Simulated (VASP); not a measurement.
# GaN (F-43m) in VASP: notebook, part 2 of 2

VASP 6.6.1. Earlier steps stand in the parts before.

## 4. Single point, PBEsol+D4

This run uses another cell than the first one, of 11.18 Å³/atom, 0.977 times its volume.

The input, INCAR:

```
SYSTEM = GaN
ALGO = Normal
EDIFF = 1E-6
ENCUT = 520
GGA = PS
ISIF = 2
ISMEAR = -1
IVDW = 13
LASPH = .True.
LCHARG = .False.
LREAL = .False.
LWAVE = .False.
NBANDS = 16
NELM = 60
PREC = Accurate
SIGMA = 0.05
```

The input, KPOINTS:

```
k-points
0
Gamma
  10 10 10
  0 0 0
```

The input, POSCAR:

```
GaN
1.0
    0.0000000000      2.2362703571      2.2362703571
    2.2362703571      0.0000000000      2.2362703571
    2.2362703571      2.2362703571      0.0000000000
Ga N
1 1
Direct
    0.0000000000      0.0000000000      0.0000000000
    0.2500000000      0.2500000000      0.2500000000
```

Potentials or basis: VASP PAW PBE potentials, release 64 (Ga_d, N).

Command:

```console
$ cat potpaw_PBE.64/Ga_d/POTCAR potpaw_PBE.64/N/POTCAR > POTCAR
$ mpirun -np 1 vasp_std > vasp.out
```

OUTCAR:

```text
SYSTEM = GaN
   EDIFF = 1E-6
   ENCUT = 520
   GGA = PS
   ISIF = 2
   ISMEAR = -1
   IVDW = 13
   LASPH = .True.
   LREAL = .False.
   NELM = 60
   PREC = Accurate

 ion  position               nearest neighbor table
   1  0.000  0.000  0.000-   2 1.94   2 1.94   2 1.94   2 1.94
   2  0.250  0.250  0.250-   1 1.94   1 1.94   1 1.94   1 1.94

  LATTYP: Found a face centered cubic cell.
 ALAT       =     4.4725407142

  Lattice vectors:

 A1 = (   0.0000000000,   2.2362703571,   2.2362703571)
 A2 = (   2.2362703571,   0.0000000000,   2.2362703571)
 A3 = (   2.2362703571,   2.2362703571,   0.0000000000)

Analysis of symmetry for initial positions (statically):
=====================================================================
 Subroutine PRICEL returns:
 Original cell was already a primitive cell.

 Routine SETGRP: Setting up the symmetry group for a
 face centered cubic supercell.

 Subroutine GETGRP returns: Found 24 space group operations
 (whereof 24 operations were pure point group operations)
 out of a pool of 48 trial point group operations.

The static configuration has the point symmetry T_d .

Analysis of symmetry for dynamics (positions and initial velocities):
=====================================================================
 Subroutine PRICEL returns:
 Original cell was already a primitive cell.

 Routine SETGRP: Setting up the symmetry group for a
 face centered cubic supercell.

 Subroutine GETGRP returns: Found 24 space group operations
 (whereof 24 operations were pure point group operations)
 out of a pool of 48 trial point group operations.

The dynamic configuration has the point symmetry T_d .

 Subroutine INISYM returns: Found 24 space group operations
 (whereof 24 operations are pure point group operations),
 and found     1 'primitive' translations

----------------------------------------------------------------------------------------

                                     Primitive cell

  volume of cell :      22.3668

  direct lattice vectors                    reciprocal lattice vectors
     0.000000000  2.236270357  2.236270357    -0.223586562  0.223586562  0.223586562
     2.236270357  0.000000000  2.236270357     0.223586562 -0.223586562  0.223586562
     2.236270357  2.236270357  0.000000000     0.223586562  0.223586562 -0.223586562

  length of vectors
     3.162563868  3.162563868  3.162563868     0.387263285  0.387263285  0.387263285

  position of ions in fractional coordinates (direct lattice)
     0.000000000  0.000000000  0.000000000
     0.250000000  0.250000000  0.250000000

  ion indices of the primitive-cell ions
   primitive index   ion index
                 1           1
                 2           2

----------------------------------------------------------------------------------------

 KPOINTS: k-points

Automatic generation of k-mesh.
 Grid dimensions read from file:
 generate k-points for:   10   10   10

 Generating k-lattice:

  Cartesian coordinates                     Fractional coordinates (reciprocal lattice)
    -0.022358656  0.022358656  0.022358656     0.100000000  0.000000000  0.000000000
     0.022358656 -0.022358656  0.022358656     0.000000000  0.100000000  0.000000000
     0.022358656  0.022358656 -0.022358656     0.000000000  0.000000000  0.100000000

  Length of vectors
     0.038726328  0.038726328  0.038726328

  Shift w.r.t. Gamma in fractional coordinates (k-lattice)
     0.000000000  0.000000000  0.000000000

 Subroutine IBZKPT returns following result:
 ===========================================

 Found     47 irreducible k-points:

 Following reciprocal coordinates:
            Coordinates               Weight
  0.000000  0.000000  0.000000      1.000000
  0.100000  0.000000  0.000000      8.000000
  0.200000  0.000000  0.000000      8.000000
  0.300000  0.000000  0.000000      8.000000
  0.400000  0.000000  0.000000      8.000000
  0.500000  0.000000  0.000000      4.000000
[... 16 lines left out ...]
  0.300000  0.300000  0.000000      6.000000
  0.400000  0.300000  0.000000     24.000000
 [... further k-points ...]
   k-points           NKPTS =     47   k-points in BZ     NKDIM =     47   number of bands    NBANDS=     16
   number of dos      NEDOS =    301   number of ions     NIONS =      2
   total plane-waves  NPLWV =  13824
   dimension x,y,z NGX =    24 NGY =   24 NGZ =   24
   dimension x,y,z NGXF=    48 NGYF=   48 NGZF=   48
   ions per type =               1   1
   NGX,Y,Z   is equivalent  to a cutoff of  12.62, 12.62, 12.62 a.u.
   NGXF,Y,Z  is equivalent  to a cutoff of  25.23, 25.23, 25.23 a.u.
 SYSTEM =  GaN
   PREC   = accura    normal or accurate (medium, high low for compatibility)
   ISTART =      0    job   : 0-new  1-cont  2-samecut
   ICHARG =      2    charge: 1-file 2-atom 10-const
   ISPIN  =      1    spin polarized calculation?
   LNONCOLLINEAR =      F non collinear calculations
   LSORBIT =      F    spin-orbit coupling
   LASPH  =      T    aspherical Exc in radial PAW
   ENCUT  =  520.0 eV  38.22 Ry    6.18 a.u.   5.88  5.88  5.88*2*pi/ulx,y,z
   NELM   =     60;   NELMIN=  2; NELMDL= -5     # of ELM steps
   EDIFF  = 0.1E-05   stopping-criterion for ELM
   LREAL  =      F    real-space projection
   EDIFFG = 0.1E-04   stopping-criterion for IOM
   NSW    =      0    number of steps for IOM
   IBRION =     -1    ionic relax: 0-MD 1-quasi-New 2-CG
   NFREE  =      0    steps in history (QN), initial steepest desc. (CG)
   ISIF   =      2    stress and relaxation
   ISYM   =      2    0-nonsym 1-usesym 2-fastsym
   POTIM  = 0.5000    time-step for ionic-motion
   TEBEG  =    0.0;   TEEND  =   0.0 temperature during run
   PSTRESS=    0.0 pullay stress
   NELECT =      18.0000    total number of electrons
   NUPDOWN=      -1.0000    fix difference up-down
   EMIN   =  10.00;   EMAX   =-10.00  energy-range for DOS
   EFERMI =   0.00;   METHOD = LEGACY
   ISMEAR =    -1;   SIGMA  =   0.05  broadening in eV -4-tet -1-fermi 0-gaus
   EFERMI_NEDOS =   21; number of points for ismear=-14 and -15
   IALGO  =     38    algorithm
   IMIX   =      4    mixing-type and parameters
     AMIX     =   0.40;   BMIX     =  1.00
     AMIX_MAG =   1.60;   BMIX_MAG =  1.00
  volume/ion in A,a.u.               =      11.18        75.47
  Fermi-wavevector in a.u.,A,eV,Ry     =   1.522760  2.877598 31.549148  2.318797
  Thomas-Fermi vector in A             =   2.631295
   LORBIT       =      0    0 simple, 1 ext, 2 COOP (PROOUT), +10 PAW based schemes
   GGA     = PS    functional components
   LHFCALC =     F    Hartree Fock is set to
   AEXX    =    0.0000 exact exchange contribution
   IVDW    =    13    specifies the selected vdW correction
   LEPSILON=     F    determine dielectric tensor
   LRPA    =     F    only Hartree local field effects (RPA)
 non-spin polarized calculation
  energy-cutoff  :      520.00
  volume of cell :       22.37
 maximum number of plane-waves:       620
   NGX = 11   NGY = 11   NGZ = 11

 number of electron      18.0000016 magnetization

 Free energy of the ion-electron system (eV)
  ---------------------------------------------------
  ext. energy  EPLUGINS =         0.00000000
  ---------------------------------------------------
  free energy    TOTEN  =       -13.11887241 eV

  energy without entropy =      -13.11887241  energy(sigma->0) =      -13.11887241

 E-fermi :   6.3432     XC(G=0): -12.0261

 val. band max:        5.4037423283   @ k =   0.0000   0.0000   0.0000
 cond. band min:       7.2339314015   @ k =   0.0000   0.0000   0.0000
 fundamental gap:      1.8301890732
 Fermi energy:         6.3431500235

 k-point     1 :       0.0000    0.0000    0.0000
  band No.  band energies     occupation
      1     -10.7298      2.00000
      2      -8.0225      2.00000
      3      -8.0225      2.00000
      4      -8.0225      2.00000
      5      -7.6732      2.00000
      6      -7.6732      2.00000
[... 8 lines left out ...]
     15      24.2702      0.00000
     16      24.2702      0.00000
[... 419 lines left out ...]
 k-point    24 :       0.4000    0.3000    0.0000
  band No.  band energies     occupation
      1      -9.6410      2.00000
      2      -7.8895      2.00000
      3      -7.7797      2.00000
      4      -7.7785      2.00000
      5      -7.6078      2.00000
      6      -6.7864      2.00000
[... 8 lines left out ...]
     15      27.9749      0.00000
     16      27.9884      0.00000

 [... further k-points ...]

------------------------ aborting loop because EDIFF is reached ----------------------------------------

  DFT-D4 for vdW energy calculation

  Edisp (eV):   -0.46753

  FORCE on cell =-STRESS in cart. coord.  units (eV):
  Direction    XX          YY          ZZ          XY          YZ          ZX
  --------------------------------------------------------------------------------------
  -------------------------------------------------------------------------------------
  Total      -0.03001    -0.03001    -0.03001     0.00000     0.00000     0.00000
  in kB      -2.14952    -2.14952    -2.14952     0.00000     0.00000     0.00000
  external pressure =       -2.15 kB  Pullay stress =        0.00 kB

 VOLUME and BASIS-vectors are now :
 -----------------------------------------------------------------------------
  energy-cutoff  :      520.00
  volume of cell :       22.37
      direct lattice vectors                 reciprocal lattice vectors
     0.000000000  2.236270357  2.236270357    -0.223586562  0.223586562  0.223586562
     2.236270357  0.000000000  2.236270357     0.223586562 -0.223586562  0.223586562
     2.236270357  2.236270357  0.000000000     0.223586562  0.223586562 -0.223586562

 POSITION                                       TOTAL-FORCE (eV/Angst)
 -----------------------------------------------------------------------------------
      0.00000      0.00000      0.00000        -0.000000     -0.000000     -0.000000
      1.11814      1.11814      1.11814         0.000000      0.000000      0.000000
 -----------------------------------------------------------------------------------
    total drift:                                0.000001      0.000001      0.000001

  FREE ENERGIE OF THE ION-ELECTRON SYSTEM (eV)
  ---------------------------------------------------
  free  energy   TOTEN  =       -13.5863989205 eV

  energy  without entropy=      -13.5863989204  energy(sigma->0) =      -13.58639892
```

OSZICAR:

```text
N       E                     dE             d eps       ncg     rms          rms(c)
DAV:   1     0.775069453581E+02    0.77507E+02   -0.92666E+03  1712   0.199E+03
DAV:   2    -0.975652227740E+01   -0.87263E+02   -0.81144E+02  1720   0.322E+02
DAV:   3    -0.149091352789E+02   -0.51526E+01   -0.51385E+01  1712   0.672E+01
DAV:   4    -0.149652418467E+02   -0.56107E-01   -0.56101E-01  1920   0.744E+00
DAV:   5    -0.149659178160E+02   -0.67597E-03   -0.67597E-03  1752   0.731E-01    0.729E+00
DAV:   6    -0.131492838257E+02    0.18166E+01   -0.42349E+00  2272   0.400E+01    0.266E+00
DAV:   7    -0.131389162929E+02    0.10368E-01   -0.28009E-01  1616   0.570E+00    0.172E+00
DAV:   8    -0.131221083714E+02    0.16808E-01   -0.50052E-02  1920   0.263E+00    0.686E-01
DAV:   9    -0.131188028570E+02    0.33055E-02   -0.11768E-02  2192   0.236E+00    0.167E-01
DAV:  10    -0.131189116005E+02   -0.10874E-03   -0.12107E-03  1824   0.476E-01    0.792E-02
DAV:  11    -0.131188706228E+02    0.40978E-04   -0.13657E-04  2264   0.176E-01    0.503E-03
DAV:  12    -0.131188724878E+02   -0.18650E-05   -0.12876E-05  1736   0.386E-02    0.449E-03
DAV:  13    -0.131188724084E+02    0.79424E-07   -0.30335E-07  1128   0.103E-02
   1 F= -.13586399E+02 E0= -.13586399E+02  d E =-.116052E-09
```

stdout:

```text
POSCAR found type information on POSCAR GaN
 POSCAR found :  2 types and       2 ions
 scaLAPACK will be used
 -----------------------------------------------------------------------------
|                                                                             |
|                                                                             |
|     You enforced a specific xc type in the INCAR file but a different       |
|     I HOPE YOU KNOW WHAT YOU ARE DOING!                                     |
|                                                                             |
 -----------------------------------------------------------------------------

 LDA part: xc-table for (Slater+PW92), standard interpolation
 POSCAR, INCAR and KPOINTS ok, starting setup
 FFT: planning ... GRIDC
 FFT: planning ... GRID_SOFT
 FFT: planning ... GRID
 WAVECAR not read
 entering main loop
```

Run time: 12 s. Hardware: 1 thread of Intel Xeon Platinum 8488C (Sapphire Rapids), shared host; peak memory 0.15 GiB.

Results:

```
Free energy                : -13.5864 eV
Pressure                   : -0.2 GPa
Band gap on the k mesh     : 1.83 eV, direct
Dispersion energy per atom : -0.234 eV
```

Caveat: the PAW data sets were made with another functional, which shifts forces and pressure a little.

## 5. Relaxation of cell and atoms, revPBE+D4

The input, INCAR:

```
SYSTEM = GaN
PREC = Accurate
ENCUT = 600
EDIFF = 1E-6
ISMEAR = -1
SIGMA = 0.05
LREAL = .False.
LASPH = .True.
NELM = 80
ALGO = Normal
ISIF = 3
LWAVE = .False.
LCHARG = .False.
GGA = RE
IVDW = 13
IBRION = 2
NSW = 80
EDIFFG = -0.01
```

The input, KPOINTS:

```
regular mesh
0
Gamma
  10 10 10
  0 0 0
```

The input, POSCAR:

```
GaN
1.0
    0.0000000000      2.2535006075      2.2535006075
    2.2535006075      0.0000000000      2.2535006075
    2.2535006075      2.2535006075      0.0000000000
Ga N
1 1
Direct
    0.0000000000      0.0000000000      0.0000000000
    0.2500000000      0.2500000000      0.2500000000
```

Command:

```console
$ cat potpaw_PBE.64/Ga_d/POTCAR potpaw_PBE.64/N/POTCAR > POTCAR
$ mpirun -np 1 vasp_std > vasp.out
```

It took 50 s on 1 thread of Intel Xeon Platinum 8488C (Sapphire Rapids), shared host; peak memory 0.17 GiB.

Results (log left out):

```
Free energy                            : -12.8896 eV
Relaxed volume                         : 11.20 Å³/atom
Relaxed cell                           : a = 3.164 Å, b = 3.164 Å, c = 3.164 Å, α = 60.00°, β = 60.00°, γ = 60.00°
Space group after relaxing (to 0.05 Å) : F-43m (No. 216)
Energy gained by relaxing              : 2.8 meV/atom
Ionic steps                            : 6
Pressure after relaxing                : 0.1 GPa
Band gap on the k mesh                 : 1.90 eV, direct
Dispersion energy per atom             : -0.741 eV
```

Step by step:
| step | energy change (eV) | largest force (eV/Å) | pressure (GPa) | volume (Å³) |
| --- | --- | --- | --- | --- |
| 1 | 0.0000 | 0.0000 | -3.68 | 22.89 |
| 2 | -0.0014 | 0.0000 | 3.40 | 22.03 |
| 3 | -0.0055 | 0.0000 | -0.46 | 22.42 |
| 4 | -0.0055 | 0.0000 | 0.46 | 22.37 |
| 5 | -0.0055 | 0.0000 | 0.16 | 22.40 |
| 6 | -0.0055 | 0.0000 | 0.12 | 22.41 |

Final structure:
```
Ga N
1.0
     0.00000    2.23758    2.23758
     2.23758    0.00000    2.23758
     2.23758    2.23758    0.00000
Ga N
1 1
Direct
  0.00000 0.00000 0.00000
  0.25000 0.25000 0.25000
```

Levels at points of the mesh, in eV from the valence-band top:
```
           k point  band 6  band 7  band 8  band 9  band 10  band 11  band 12  band 13
(0.00, 0.00, 0.00)  -13.12    0.00    0.00    0.00     1.90    10.49    10.49    10.49
(0.50, 0.00, 0.00)  -11.89   -7.15   -0.99   -0.99     4.85     8.90    10.52    10.52
(0.50, 0.50, 0.00)  -11.48   -6.19   -2.77   -2.77     3.40     6.86    11.96    14.27
```

Caveat: the PAW data sets were made with another functional, which shifts forces and pressure a little.

## 6. Overview

```tsv
task	level	cell	cutoff (eV)	smearing	gap on the mesh (eV)	pressure (GPa)
single point	PBE	a = 3.187 Å, angles 60.0°, 2 atoms	520	gaussian 0.019 eV	1.72	5.1
single point	revPBE+D4	a = 3.166 Å, angles 60.0°, 2 atoms	520	fermi-dirac 0.05 eV	1.89	0.0
single point	PBEsol+D4	a = 3.163 Å, angles 60.0°, 2 atoms	520	fermi-dirac 0.05 eV	1.83	-0.2
relaxation of cell and atoms	revPBE+D4	relaxed from a = 3.187 Å, angles 60.0°, 2 atoms	600	fermi-dirac 0.05 eV	1.90	0.1
```

Alike in all rows: potentials or basis VASP PAW PBE potentials, release 64 (Ga_d, N); no spin polarisation; k mesh 10 × 10 × 10.

Caveats: the PAW data sets were made with another functional, which shifts forces and pressure a little (some runs).

Total energies depend on the potentials used, so only differences within one code and one set of settings carry meaning.
